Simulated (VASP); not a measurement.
# CoSi2 in VASP: a series of runs

The runs below take CoSi2 through single point, relaxation of cell and atoms, with PBE.

Everything below comes from runs of VASP 6.6.1. Logs are shortened: lines on timing, memory, paths and dates and some standing lists are left out, and cuts for length are marked.

### Step 1. The cell of the first run

The structure is tetragonal, space group P4/mmm (No. 123). Conventional cell: a = 3.849 Å, b = 3.849 Å, c = 2.640 Å, α = 90.00°, β = 90.00°, γ = 90.00°. Co (site symmetry 4/mmm) has 8 Si at 2.33 Å and 2 Co at 2.64 Å within 3.1 Å. Within 3.1 Å of Si (site symmetry mmm) lie 4 Co at 2.33 Å and 6 Si at 2.64 to 2.72 Å.

### Step 2. Single point, PBE

INCAR

```
PREC = Accurate
ENCUT = 520
EDIFF = 1E-6
ISMEAR = 0
SIGMA = 0.1
LREAL = False
LASPH = True
NELM = 100
ALGO = Normal
ISIF = 2
LWAVE = False
LCHARG = True
GGA = PE
LELF = True
LVHAR = True
NBANDS = 16
```

KPOINTS

```
Automatic mesh
0
Gamma
  12 12 18
```

POSCAR

```
CoSi2
1.0
    3.8487238674      0.0000000000      0.0000000000
    0.0000000000      3.8487238674      0.0000000000
    0.0000000000      0.0000000000      2.6402800357
Co Si
1 2
Direct
    0.5000000000      0.5000000000      0.0000000000
    0.0000000000      0.5000000000      0.5000000000
    0.5000000000      0.0000000000      0.5000000000
```

Potentials or basis: VASP PAW PBE potentials, release 64 (Co, Si).

Command:

```console
cat potpaw_PBE.64/Co/POTCAR potpaw_PBE.64/Si/POTCAR > POTCAR
mpirun -np 1 vasp_std > vasp.out
```

OUTCAR:

```text
PREC = Accurate
   ENCUT = 520
   EDIFF = 1E-6
   ISMEAR = 0
   LREAL = False
   LASPH = True
   NELM = 100
   ISIF = 2
   GGA = PE

 ion  position               nearest neighbor table
   1  0.500  0.500  0.000-   2 2.33   3 2.33   2 2.33   3 2.33   3 2.33   3 2.33   2 2.33   2 2.33

   2  0.000  0.500  0.500-   1 2.33   1 2.33   1 2.33   1 2.33   3 2.72   3 2.72   3 2.72   3 2.72

   3  0.500  0.000  0.500-   1 2.33   1 2.33   1 2.33   1 2.33   2 2.72   2 2.72   2 2.72   2 2.72

  LATTYP: Found a simple tetragonal cell.
 ALAT       =     3.8487238674
 C/A-ratio  =     0.6860144107

  Lattice vectors:

 A1 = (   3.8487238674,   0.0000000000,   0.0000000000)
 A2 = (   0.0000000000,   3.8487238674,   0.0000000000)
 A3 = (   0.0000000000,   0.0000000000,   2.6402800357)

Analysis of symmetry for initial positions (statically):
=====================================================================
 Subroutine PRICEL returns:
 Original cell was already a primitive cell.

 Routine SETGRP: Setting up the symmetry group for a
 simple tetragonal supercell.

 Subroutine GETGRP returns: Found 16 space group operations
 (whereof 16 operations were pure point group operations)
 out of a pool of 16 trial point group operations.

The static configuration has the point symmetry D_4h.

Analysis of symmetry for dynamics (positions and initial velocities):
=====================================================================
 Subroutine PRICEL returns:
 Original cell was already a primitive cell.

 Routine SETGRP: Setting up the symmetry group for a
 simple tetragonal supercell.

 Subroutine GETGRP returns: Found 16 space group operations
 (whereof 16 operations were pure point group operations)
 out of a pool of 16 trial point group operations.

The dynamic configuration has the point symmetry D_4h.

 Subroutine INISYM returns: Found 16 space group operations
 (whereof 16 operations are pure point group operations),
 and found     1 'primitive' translations

----------------------------------------------------------------------------------------

                                     Primitive cell

  volume of cell :      39.1096

  direct lattice vectors                    reciprocal lattice vectors
     3.848723867  0.000000000  0.000000000     0.259826383  0.000000000  0.000000000
     0.000000000  3.848723867  0.000000000     0.000000000  0.259826383  0.000000000
     0.000000000  0.000000000  2.640280036     0.000000000  0.000000000  0.378747703

  length of vectors
     3.848723867  3.848723867  2.640280036     0.259826383  0.259826383  0.378747703

  position of ions in fractional coordinates (direct lattice)
     0.500000000  0.500000000  0.000000000
     0.000000000  0.500000000  0.500000000
     0.500000000  0.000000000  0.500000000

  ion indices of the primitive-cell ions
   primitive index   ion index
                 1           1
                 2           2
                 3           3

----------------------------------------------------------------------------------------

 KPOINTS: Automatic mesh

Automatic generation of k-mesh.
 Grid dimensions read from file:
 generate k-points for:   12   12   18

 Generating k-lattice:

  Cartesian coordinates                     Fractional coordinates (reciprocal lattice)
     0.021652199  0.000000000  0.000000000     0.083333333  0.000000000  0.000000000
     0.000000000  0.021652199  0.000000000     0.000000000  0.083333333  0.000000000
     0.000000000  0.000000000  0.021041539     0.000000000  0.000000000  0.055555556

  Length of vectors
     0.021652199  0.021652199  0.021041539

  Shift w.r.t. Gamma in fractional coordinates (k-lattice)
     0.000000000  0.000000000  0.000000000

 Subroutine IBZKPT returns following result:
 ===========================================

 Found    280 irreducible k-points:

 Following reciprocal coordinates:
            Coordinates               Weight
  0.000000  0.000000  0.000000      1.000000
  0.083333  0.000000  0.000000      4.000000
  0.166667  0.000000  0.000000      4.000000
  0.250000  0.000000  0.000000      4.000000
  0.333333  0.000000  0.000000      4.000000
  0.416667  0.000000  0.000000      4.000000
[... 16 lines left out ...]
  0.333333  0.333333  0.000000      4.000000
  0.416667  0.333333  0.000000      8.000000
 [... further k-points ...]
   k-points           NKPTS =    280   k-points in BZ     NKDIM =    280   number of bands    NBANDS=     16
   number of dos      NEDOS =    301   number of ions     NIONS =      3
   total plane-waves  NPLWV =  18000
   dimension x,y,z NGX =    30 NGY =   30 NGZ =   20
   dimension x,y,z NGXF=    60 NGYF=   60 NGZF=   40
   ions per type =               1   2
   NGX,Y,Z   is equivalent  to a cutoff of  12.96, 12.96, 12.59 a.u.
   NGXF,Y,Z  is equivalent  to a cutoff of  25.92, 25.92, 25.19 a.u.
 SYSTEM =  unknown system
   PREC   = accura    normal or accurate (medium, high low for compatibility)
   ISTART =      0    job   : 0-new  1-cont  2-samecut
   ICHARG =      2    charge: 1-file 2-atom 10-const
   ISPIN  =      1    spin polarized calculation?
   LNONCOLLINEAR =      F non collinear calculations
   LSORBIT =      F    spin-orbit coupling
   LASPH  =      T    aspherical Exc in radial PAW
   ENCUT  =  520.0 eV  38.22 Ry    6.18 a.u.   7.16  7.16  4.91*2*pi/ulx,y,z
   NELM   =    100;   NELMIN=  2; NELMDL= -5     # of ELM steps
   EDIFF  = 0.1E-05   stopping-criterion for ELM
   LREAL  =      F    real-space projection
   EDIFFG = 0.1E-04   stopping-criterion for IOM
   NSW    =      0    number of steps for IOM
   IBRION =     -1    ionic relax: 0-MD 1-quasi-New 2-CG
   NFREE  =      0    steps in history (QN), initial steepest desc. (CG)
   ISIF   =      2    stress and relaxation
   ISYM   =      2    0-nonsym 1-usesym 2-fastsym
   POTIM  = 0.5000    time-step for ionic-motion
   TEBEG  =    0.0;   TEEND  =   0.0 temperature during run
   PSTRESS=    0.0 pullay stress
   NELECT =      17.0000    total number of electrons
   NUPDOWN=      -1.0000    fix difference up-down
   EMIN   =  10.00;   EMAX   =-10.00  energy-range for DOS
   EFERMI =   0.00;   METHOD = LEGACY
   ISMEAR =     0;   SIGMA  =   0.10  broadening in eV -4-tet -1-fermi 0-gaus
   EFERMI_NEDOS =   21; number of points for ismear=-14 and -15
   IALGO  =     38    algorithm
   IMIX   =      4    mixing-type and parameters
     AMIX     =   0.40;   BMIX     =  1.00
     AMIX_MAG =   1.60;   BMIX_MAG =  1.00
  volume/ion in A,a.u.               =      13.04        87.97
  Fermi-wavevector in a.u.,A,eV,Ry     =   1.240119  2.343485 20.924328  1.537895
  Thomas-Fermi vector in A             =   2.374573
   LORBIT       =      0    0 simple, 1 ext, 2 COOP (PROOUT), +10 PAW based schemes
   GGA     = PE    functional components
   LHFCALC =     F    Hartree Fock is set to
   AEXX    =    0.0000 exact exchange contribution
   IVDW    =     0    specifies the selected vdW correction
   LEPSILON=     F    determine dielectric tensor
   LRPA    =     F    only Hartree local field effects (RPA)
 non-spin polarized calculation
 Gauss-broadening in eV      SIGMA  =   0.10
  energy-cutoff  :      520.00
  volume of cell :       39.11
 maximum number of plane-waves:      1076
 NGX is ok and might be reduce to    30
   NGX = 15   NGY = 15   NGZ =  9

 number of electron      17.0000000 magnetization

 Free energy of the ion-electron system (eV)
  ---------------------------------------------------
  ext. energy  EPLUGINS =         0.00000000
  ---------------------------------------------------
  free energy    TOTEN  =       -18.27350320 eV

  energy without entropy =      -18.26535231  energy(sigma->0) =      -18.26942775

 E-fermi :  10.4548     XC(G=0): -11.6912

 val. band max:       10.4475770058   @ k =   0.1667   0.0833   0.5000
 cond. band min:      10.4602621479   @ k =   0.0833   0.0000   0.4444
 fundamental gap:      0.0126851421
 Fermi energy:        10.4547506472

 k-point     1 :       0.0000    0.0000    0.0000
  band No.  band energies     occupation
      1      -3.2402      2.00000
      2       3.1745      2.00000
      3       6.0297      2.00000
      4       6.0297      2.00000
      5       6.4372      2.00000
      6       7.9990      2.00000
[... 8 lines left out ...]
     15      18.0727      0.00000
     16      21.0171      0.00000

 k-point     2 :       0.0833    0.0000    0.0000
  band No.  band energies     occupation
      1      -3.1733      2.00000
      2       2.9859      2.00000
      3       5.7610      2.00000
      4       6.0616      2.00000
      5       6.7345      2.00000
      6       7.9897      2.00000
[... 8 lines left out ...]
     15      18.4357      0.00000
     16      20.9502      0.00000

 k-point     3 :       0.1667    0.0000    0.0000
  band No.  band energies     occupation
      1      -2.9739      2.00000
      2       2.4454      2.00000
      3       5.5443      2.00000
      4       6.1535      2.00000
      5       7.0791      2.00000
      6       7.9616      2.00000
[... 8 lines left out ...]
     15      19.6408      0.00000
     16      20.7428      0.00000

 k-point     4 :       0.2500    0.0000    0.0000
  band No.  band energies     occupation
      1      -2.6461      2.00000
      2       1.6751      2.00000
      3       5.5190      2.00000
      4       6.2926      2.00000
      5       7.3439      2.00000
      6       7.9147      2.00000
[... 8 lines left out ...]
     15      20.3922      0.00000
     16      21.1294      0.00000
[... 324 lines left out ...]
 k-point    22 :       0.5000    0.2500    0.0000
  band No.  band energies     occupation
      1      -0.6614      2.00000
      2      -0.0212      2.00000
      3       3.9912      2.00000
      4       4.9043      2.00000
      5       7.6243      2.00000
      6       7.9122      2.00000
[... 8 lines left out ...]
     15      20.2894      0.00000
     16      21.1958      0.00000

 k-point    23 :       0.3333    0.3333    0.0000
  band No.  band energies     occupation
      1      -1.1699      2.00000
      2       1.0711      2.00000
      3       3.0479      2.00000
      4       5.0901      2.00000
      5       7.5741      2.00000
      6       7.9119      2.00000
[... 8 lines left out ...]
     15      20.0726      0.00000
     16      21.6002      0.00000

 k-point    24 :       0.4167    0.3333    0.0000
  band No.  band energies     occupation
      1      -0.6374      2.00000
      2       0.6877      2.00000
      3       2.9862      2.00000
      4       4.4676      2.00000
      5       7.6237      2.00000
      6       7.9300      2.00000
[... 8 lines left out ...]
     15      19.8810      0.00000
     16      21.0388      0.00000

 [... further k-points ...]

------------------------ aborting loop because EDIFF is reached ----------------------------------------

  FORCE on cell =-STRESS in cart. coord.  units (eV):
  Direction    XX          YY          ZZ          XY          YZ          ZX
  --------------------------------------------------------------------------------------
  -------------------------------------------------------------------------------------
  Total       -0.0325852     -0.0325852     -0.0012417      0.0000000     -0.0000000     -0.0000000
  in kB       -1.3348961     -1.3348961     -0.0508659      0.0000000     -0.0000000     -0.0000000
  external PRESSURE =      -0.9068860 kB  Pullay stress =       0.0000000 kB

 VOLUME and BASIS-vectors are now :
 -----------------------------------------------------------------------------
  energy-cutoff  :      520.00
  volume of cell :       39.11
      direct lattice vectors                 reciprocal lattice vectors
     3.848723867  0.000000000  0.000000000     0.259826383  0.000000000  0.000000000
     0.000000000  3.848723867  0.000000000     0.000000000  0.259826383  0.000000000
     0.000000000  0.000000000  2.640280036     0.000000000  0.000000000  0.378747703

 POSITION                                       TOTAL-FORCE (eV/Angst)
 -----------------------------------------------------------------------------------
      1.92436      1.92436      0.00000         0.000000      0.000000      0.000000
      0.00000      1.92436      1.32014         0.000000      0.000000      0.000000
      1.92436      0.00000      1.32014         0.000000      0.000000      0.000000
 -----------------------------------------------------------------------------------
    total drift:                                0.000000      0.000000     -0.000000

  FREE ENERGIE OF THE ION-ELECTRON SYSTEM (eV)
  ---------------------------------------------------
  free  energy   TOTEN  =       -18.2735032025 eV

  energy  without entropy=      -18.2653523056  energy(sigma->0) =      -18.26942775
```

Wall time 3.8 min (1 thread of AMD EPYC 7R43 (Zen 3), shared host); peak memory 0.24 GiB.

Results:

| Quantity | Value |
| --- | --- |
| Free energy | -18.2735 eV |
| Pressure | -0.1 GPa |

(Part 1 of 2 ends here.)
